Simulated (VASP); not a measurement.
Input of a VASP 6.6.1 run:

The input INCAR:

```
SYSTEM = In
PREC = Accurate
ENCUT = 520
EDIFF = 1E-7
ISMEAR = -1
SIGMA = 0.1
LREAL = .False.
LASPH = .True.
NELM = 100
ALGO = Normal
ISIF = 2
LWAVE = .False.
LCHARG = .False.
GGA = B5
ALDAX = 1.0
AGGAX = 1.0
AGGAC = 1.0
ALDAC = 0.0
NBANDS = 26
```

KPOINTS

```
Automatic mesh
0
Gamma
  8 8 10
  0 0 0
```

POSCAR

```
In
1.0
    5.7315488244      0.0000000000      0.0000000000
   -2.8657744122      4.9636668849      0.0000000000
    0.0000000000      0.0000000000      3.5859881424
In
3
Direct
    0.0000000000      0.0000000000      0.0000000000
    0.3333333333      0.6666666667      0.5000000000
    0.6666666667      0.3333333333      0.5000000000
```

Potentials or basis: VASP PAW PBE potentials, release 64 (In_d).

The run is started by

```console
$ cat potpaw_PBE.64/In_d/POTCAR > POTCAR
$ mpirun -np 1 vasp_std > vasp.out
```

Problem. Estimate the band gap on the k mesh.

Solution. Zero (an odd number of electrons rules out a gap without spin polarisation).

Problem. What does it give for the pressure?

Solution. -1.2 GPa.

Stress tensor (GPa, compression positive):
```
-1.19  0.00  0.00
 0.00 -1.19  0.00
 0.00  0.00 -1.34
```

Caveat: the PAW data sets were made with another functional, which shifts forces and pressure a little; spin-orbit coupling is left out, which moves the levels of the heavy elements.
